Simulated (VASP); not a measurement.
Pd, 1 atom in the cell. Symmetry: Fm-3m, No. 225, cubic system. The conventional cell has a = 3.893 Å, b = 3.893 Å, c = 3.893 Å, α = 90.00°, β = 90.00°, γ = 90.00°. Within 3.6 Å of Pd (site symmetry m-3m) lie 12 Pd at 2.75 Å. 

* Program: VASP 6.6.1
* Task: relaxation of cell and atoms
* Functional: PBE
* Dispersion: D4
* Potentials or basis: VASP PAW PBE potentials, release 64 (Pd)
* Cutoff: 600 eV
* k mesh: 12 × 12 × 12
* Occupations: fermi-dirac, width 0.05 eV
* Spin: no spin polarisation
* Dipole correction: no
* Further INCAR settings: ALGO = Normal; EDIFF = 1e-06; IBRION = 2; EDIFFG = -0.01; NSW = 60; ISIF = 3

Potentials or basis: VASP PAW PBE potentials, release 64 (Pd).

Command:

```console
$ cat potpaw_PBE.64/Pd/POTCAR > POTCAR
$ mpirun -np 1 vasp_std > vasp.out
```

Hardware: 1 thread of Intel Xeon 8259CL, on a shared host.

Question: Estimate the wall time of this run.

Answer: Wall time 33 s on 1 thread of Intel Xeon 8259CL, on a shared host, peak memory 0.15 GiB. Counts: scf iterations 22, k points 72, ion steps 3.
